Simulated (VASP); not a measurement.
A run of VASP 6.6.1 is set up as follows.

The input INCAR:

```
SYSTEM = Pd
ALGO     = Normal         ! electronic algorithm
EDIFF    = 1E-6           ! SCF threshold, eV
ENCUT    = 500            ! plane-wave cutoff, eV
GGA      = RE             ! functional
GGA_COMPAT= .False.      
ISIF     = 2              ! what is computed and relaxed
ISMEAR   = -1             ! smearing method
LASPH    = .True.         ! aspherical terms in the spheres
LCHARG   = .False.        ! write CHGCAR
LREAL    = .False.        ! projectors in reciprocal space
LWAVE    = .False.        ! write WAVECAR
NBANDS   = 11             ! bands
NELM     = 120            ! most SCF steps
PREC     = Accurate       ! precision mode
SIGMA    = 0.1            ! smearing width, eV
```

Contents of KPOINTS:

```
k-points
0
Gamma
  14 14 14
  0 0 0
```

POSCAR

```
Pd
1.0
   -1.5810518789      1.5810518789      1.5810518789
    1.5810518789     -1.5810518789      1.5810518789
    1.5810518789      1.5810518789     -1.5810518789
Pd
1
Direct
    0.0000000000      0.0000000000      0.0000000000
```

Potentials or basis: VASP PAW PBE potentials, release 64 (Pd).

Launch:

```bash
$ cat potpaw_PBE.64/Pd/POTCAR > POTCAR
$ mpirun -np 1 vasp_std > vasp.out
```

Problem. Predict the band gap on the k mesh.

Solution. Zero (bands 5 and 6 overlap by 1.50 eV).

Problem. Predict the pressure.

Solution. -0.2 GPa.

Caveat: the PAW data sets were made with another functional, which shifts forces and pressure a little.
